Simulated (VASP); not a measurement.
# RbHoBr4 (P6/mmm) in VASP: relaxation of cell and atoms with PBE

Aim: the relaxation of cell and atoms of RbHoBr4 with PBE.

Everything below comes from runs of VASP 6.6.1. Logs are shortened: lines on timing, memory, paths and dates and some standing lists are left out, and cuts for length are marked.

## 1. The cell of the first run

The structure is hexagonal, space group P6/mmm (No. 191). Conventional cell: a = 5.365 Å, b = 5.365 Å, c = 11.684 Å, α = 90.00°, β = 90.00°, γ = 120.00°. Rb (site symmetry 6/mmm) has 2 Br at 3.09 Å within 4.1 Å. Within 3.6 Å of Ho (site symmetry 6/mmm) lie 8 Br at 2.76 to 3.10 Å. Br (site symmetry 6mm) has 1 Ho at 2.76 Å and 1 Rb at 3.09 Å within 3.6 Å. Within 4.2 Å of Br (site symmetry -6m2) lie 9 Br at 3.10 to 4.15 Å and 3 Ho at 3.10 Å.

The cell was generated, and may not be a known phase.

## 2. Relaxation of cell and atoms, PBE

The input, INCAR:

```
SYSTEM = RbHoBr4
PREC = Accurate
ENCUT = 500
EDIFF = 1E-7
ISMEAR = 0
SIGMA = 0.02
LREAL = .FALSE.
LASPH = .TRUE.
NELM = 200
ALGO = Normal
ISIF = 3
LWAVE = .FALSE.
LCHARG = .FALSE.
GGA = PE
IBRION = 2
NSW = 100
EDIFFG = -0.01
GGA_COMPAT = .FALSE.
NELMIN = 4
LMAXMIX = 6
```

The input, KPOINTS:

```
Automatic mesh
0
G
  6 6 4
  0 0 0
```

The input, POSCAR:

```
RbHoBr4
1.0
    5.3649506685      0.0000000000      0.0000000000
   -2.6824753343      4.6461835690      0.0000000000
    0.0000000000      0.0000000000     11.6844162491
Rb Ho Br
1 1 4
Direct
    0.0000000000      0.0000000000      0.0000000000
    0.0000000000      0.0000000000      0.5000000000
    0.0000000000      0.0000000000      0.7358935337
    0.0000000000      0.0000000000      0.2641064663
    0.3333333333      0.6666666667      0.5000000000
    0.6666666667      0.3333333333      0.5000000000
```

Potentials or basis: VASP PAW PBE potentials, release 64 (Rb_sv, Ho_3, Br), 4f in core.

Launch:

```console
cat potpaw_PBE.64/Rb_sv/POTCAR potpaw_PBE.64/Ho_3/POTCAR potpaw_PBE.64/Br/POTCAR > POTCAR
mpirun -np 1 vasp_std > vasp.out
```

OUTCAR:

```text
SYSTEM = RbHoBr4
   PREC = Accurate
   ENCUT = 500
   EDIFF = 1E-7
   ISMEAR = 0
   LREAL = .FALSE.
   LASPH = .TRUE.
   NELM = 200
   ISIF = 3
   GGA = PE
   IBRION = 2
   NSW = 100
   EDIFFG = -0.01
   NELMIN = 4

 ion  position               nearest neighbor table
   1  0.000  0.000  0.000-   3 3.09   4 3.09
   2  0.000  0.000  0.500-   3 2.76   4 2.76   5 3.10   6 3.10   6 3.10   5 3.10   6 3.10   5 3.10

   3  0.000  0.000  0.736-   2 2.76   1 3.09
   4  0.000  0.000  0.264-   2 2.76   1 3.09
   5  0.333  0.667  0.500-   2 3.10   2 3.10   2 3.10
   6  0.667  0.333  0.500-   2 3.10   2 3.10   2 3.10

  LATTYP: Found a hexagonal cell.
 ALAT       =     5.3649506685
 C/A-ratio  =     2.1779168106

  Lattice vectors:

 A1 = (   5.3649506685,   0.0000000000,   0.0000000000)
 A2 = (  -2.6824753343,   4.6461835690,   0.0000000000)
 A3 = (   0.0000000000,   0.0000000000,  11.6844162491)

Analysis of symmetry for initial positions (statically):
=====================================================================
 Subroutine PRICEL returns:
 Original cell was already a primitive cell.

 Routine SETGRP: Setting up the symmetry group for a
 hexagonal supercell.

 Subroutine GETGRP returns: Found 24 space group operations
 (whereof 24 operations were pure point group operations)
 out of a pool of 24 trial point group operations.

The static configuration has the point symmetry D_6h.

Analysis of symmetry for dynamics (positions and initial velocities):
=====================================================================
 Subroutine PRICEL returns:
 Original cell was already a primitive cell.

 Routine SETGRP: Setting up the symmetry group for a
 hexagonal supercell.

 Subroutine GETGRP returns: Found 24 space group operations
 (whereof 24 operations were pure point group operations)
 out of a pool of 24 trial point group operations.

The dynamic configuration has the point symmetry D_6h.

 Subroutine INISYM returns: Found 24 space group operations
 (whereof 24 operations are pure point group operations),
 and found     1 'primitive' translations

----------------------------------------------------------------------------------------

                                     Primitive cell

  volume of cell :     291.2521

  direct lattice vectors                    reciprocal lattice vectors
     5.364950668  0.000000000  0.000000000     0.186395004  0.107615206  0.000000000
    -2.682475334  4.646183569  0.000000000     0.000000000  0.215230411  0.000000000
     0.000000000  0.000000000 11.684416249     0.000000000  0.000000000  0.085584079

  length of vectors
     5.364950668  5.364950669 11.684416249     0.215230411  0.215230411  0.085584079

  position of ions in fractional coordinates (direct lattice)
     0.000000000  0.000000000  0.000000000
     0.000000000  0.000000000  0.500000000
     0.000000000  0.000000000  0.735893534
     0.000000000  0.000000000  0.264106466
     0.333333333  0.666666667  0.500000000
     0.666666667  0.333333333  0.500000000

  ion indices of the primitive-cell ions
   primitive index   ion index
                 1           1
                 2           2
                 3           3
                 4           4
                 5           5
                 6           6

----------------------------------------------------------------------------------------

 KPOINTS: Automatic mesh

Automatic generation of k-mesh.
 Grid dimensions read from file:
 generate k-points for:    6    6    4

 Generating k-lattice:

  Cartesian coordinates                     Fractional coordinates (reciprocal lattice)
     0.031065834  0.017935868  0.000000000     0.166666667  0.000000000  0.000000000
     0.000000000  0.035871735  0.000000000     0.000000000  0.166666667  0.000000000
     0.000000000  0.000000000  0.021396020     0.000000000  0.000000000  0.250000000

  Length of vectors
     0.035871735  0.035871735  0.021396020

  Shift w.r.t. Gamma in fractional coordinates (k-lattice)
     0.000000000  0.000000000  0.000000000

 Subroutine IBZKPT returns following result:
 ===========================================

 Found     21 irreducible k-points:

 Following reciprocal coordinates:
            Coordinates               Weight
  0.000000  0.000000  0.000000      1.000000
  0.166667  0.000000  0.000000      6.000000
  0.333333  0.000000  0.000000      6.000000
  0.500000  0.000000  0.000000      3.000000
  0.166667  0.166667  0.000000      6.000000
  0.333333  0.166667  0.000000     12.000000
[... 13 lines left out ...]
  0.333333  0.166667  0.500000     12.000000
  0.333333  0.333333  0.500000      2.000000
   k-points           NKPTS =     21   k-points in BZ     NKDIM =     21   number of bands    NBANDS=     27
   number of dos      NEDOS =    301   number of ions     NIONS =      6
   total plane-waves  NPLWV = 144000
   dimension x,y,z NGX =    40 NGY =   40 NGZ =   90
   dimension x,y,z NGXF=    80 NGYF=   80 NGZF=  180
   ions per type =               1   1   4
   NGX,Y,Z   is equivalent  to a cutoff of  12.39, 12.39, 12.81 a.u.
   NGXF,Y,Z  is equivalent  to a cutoff of  24.79, 24.79, 25.61 a.u.
 SYSTEM =  RbHoBr4
   PREC   = accura    normal or accurate (medium, high low for compatibility)
   ISTART =      0    job   : 0-new  1-cont  2-samecut
   ICHARG =      2    charge: 1-file 2-atom 10-const
   ISPIN  =      1    spin polarized calculation?
   LNONCOLLINEAR =      F non collinear calculations
   LSORBIT =      F    spin-orbit coupling
   LASPH  =      T    aspherical Exc in radial PAW
   ENCUT  =  500.0 eV  36.75 Ry    6.06 a.u.   9.78  9.78 21.30*2*pi/ulx,y,z
   NELM   =    200;   NELMIN=  4; NELMDL= -5     # of ELM steps
   EDIFF  = 0.1E-06   stopping-criterion for ELM
   LREAL  =      F    real-space projection
   EDIFFG = -.1E-01   stopping-criterion for IOM
   NSW    =    100    number of steps for IOM
   IBRION =      2    ionic relax: 0-MD 1-quasi-New 2-CG
   NFREE  =      1    steps in history (QN), initial steepest desc. (CG)
   ISIF   =      3    stress and relaxation
   ISYM   =      2    0-nonsym 1-usesym 2-fastsym
   POTIM  = 0.5000    time-step for ionic-motion
   TEBEG  =    0.0;   TEEND  =   0.0 temperature during run
   PSTRESS=    0.0 pullay stress
   NELECT =      46.0000    total number of electrons
   NUPDOWN=      -1.0000    fix difference up-down
   EMIN   =  10.00;   EMAX   =-10.00  energy-range for DOS
   EFERMI =   0.00;   METHOD = LEGACY
   ISMEAR =     0;   SIGMA  =   0.02  broadening in eV -4-tet -1-fermi 0-gaus
   EFERMI_NEDOS =   21; number of points for ismear=-14 and -15
   IALGO  =     38    algorithm
   IMIX   =      4    mixing-type and parameters
     AMIX     =   0.40;   BMIX     =  1.00
     AMIX_MAG =   1.60;   BMIX_MAG =  1.00
  volume/ion in A,a.u.               =      48.54       327.58
  Fermi-wavevector in a.u.,A,eV,Ry     =   0.884921  1.672258 10.654516  0.783085
  Thomas-Fermi vector in A             =   2.005885
   LORBIT       =      0    0 simple, 1 ext, 2 COOP (PROOUT), +10 PAW based schemes
   GGA     = PE    functional components
   LHFCALC =     F    Hartree Fock is set to
   AEXX    =    0.0000 exact exchange contribution
   IVDW    =     0    specifies the selected vdW correction
   LEPSILON=     F    determine dielectric tensor
   LRPA    =     F    only Hartree local field effects (RPA)
 conjugate gradient relaxation of ions
 non-spin polarized calculation
 Gauss-broadening in eV      SIGMA  =   0.02
  energy-cutoff  :      500.00
  volume of cell :      291.25
 maximum number of plane-waves:      7460
 NGX is ok and might be reduce to    40
   NGX = 19   NGY = 19   NGZ = 43

--------------------------------------- Ionic step        1  -------------------------------------------

 number of electron      45.9999999 magnetization

 Free energy of the ion-electron system (eV)
  ---------------------------------------------------
  ext. energy  EPLUGINS =         0.00000000
  ---------------------------------------------------
  free energy    TOTEN  =       -21.21288456 eV

  energy without entropy =      -21.21288456  energy(sigma->0) =      -21.21288456

------------------------ aborting loop because EDIFF is reached ----------------------------------------

  FORCE on cell =-STRESS in cart. coord.  units (eV):
  Direction    XX          YY          ZZ          XY          YZ          ZX
  --------------------------------------------------------------------------------------
  -------------------------------------------------------------------------------------
  Total        0.0483692      0.0483692      0.2955237     -0.0000000     -0.0000000     -0.0000000
  in kB        0.2660787      0.2660787      1.6256754     -0.0000000     -0.0000000     -0.0000000
  external PRESSURE =       0.7192776 kB  Pullay stress =       0.0000000 kB
[... 105 lines left out ...]
  energy  without entropy=      -21.2131814882  energy(sigma->0) =      -21.21318149

--------------------------------------- Ionic step        4  -------------------------------------------

 number of electron      45.9999999 magnetization

 Free energy of the ion-electron system (eV)
  ---------------------------------------------------
  ext. energy  EPLUGINS =         0.00000000
  ---------------------------------------------------
  free energy    TOTEN  =       -21.21319113 eV

  energy without entropy =      -21.21319113  energy(sigma->0) =      -21.21319113

 E-fermi :  -0.1742     XC(G=0):  -6.3084

 val. band max:       -0.3084828546   @ k =   0.3333   0.3333   0.0000
 cond. band min:       0.5390281131   @ k =   0.0000   0.0000   0.0000
 fundamental gap:      0.8475109678
 Fermi energy:        -0.1741891037

 k-point     1 :       0.0000    0.0000    0.0000
  band No.  band energies     occupation
      1     -28.5266      2.00000
      2     -24.6719      2.00000
      3     -24.5761      2.00000
      4     -24.5761      2.00000
      5     -15.0883      2.00000
      6     -14.5266      2.00000
[... 652 lines left out ...]
  FREE ENERGIE OF THE ION-ELECTRON SYSTEM (eV)
  ---------------------------------------------------
  free  energy   TOTEN  =       -21.2131911309 eV

  energy  without entropy=      -21.2131911309  energy(sigma->0) =      -21.21319113

 reached required accuracy - stopping structural energy minimisation
```

Wall time 5.1 min (1 thread of Intel Xeon 6975P-C (Granite Rapids), shared host); peak memory 0.48 GiB.

What came out:

* Free energy: -21.2132 eV
* Relaxed volume: 48.67 Å³/atom
* Relaxed cell: a = 5.367 Å, b = 5.367 Å, c = 11.707 Å, α = 90.00°, β = 90.00°, γ = 120.00°
* Space group after relaxing (to 0.1 Å): P6/mmm (No. 191)
* Energy gained by relaxing: 0.1 meV/atom
* Ionic steps: 4
* Pressure after relaxing: 0.0 GPa
* Largest force after relaxing: 0.007 eV/Å
* Band gap on the k mesh: 0.85 eV (least direct gap 1.78 eV)

Forces in eV/Å, atoms in the order of the input:
```
Rb   0.000  0.000  0.000
Ho   0.000  0.000  0.000
Br   0.000  0.000 -0.007
Br   0.000  0.000  0.007
Br   0.000  0.000  0.000
Br   0.000  0.000  0.000
```

The path:
```csv
step,energy change (eV),largest force (eV/Å),pressure (GPa),volume (Å³)
1,0.0000,0.0062,0.07,291.25
2,-0.0003,0.0150,-0.01,292.17
3,-0.0003,0.0106,0.00,291.99
4,-0.0003,0.0074,0.00,292.05
```

Final structure:
```xyz
6
Lattice="5.3670 0.0000 0.0000 -2.6835 4.6480 0.0000 0.0000 0.0000 11.7073" Properties=species:S:1:pos:R:3 pbc="T T T"
Rb    0.0000    0.0000    0.0000
Ho    0.0000    0.0000    5.8536
Br    0.0000    0.0000    8.6151
Br    5.3670    0.0000    3.0922
Br    0.0000    3.0986    5.8536
Br    2.6835    1.5493    5.8536
```

Caveat: spin-orbit coupling is left out, which moves the levels of the heavy elements; the 4f electrons are frozen in the core, so they carry no moment and show no levels.
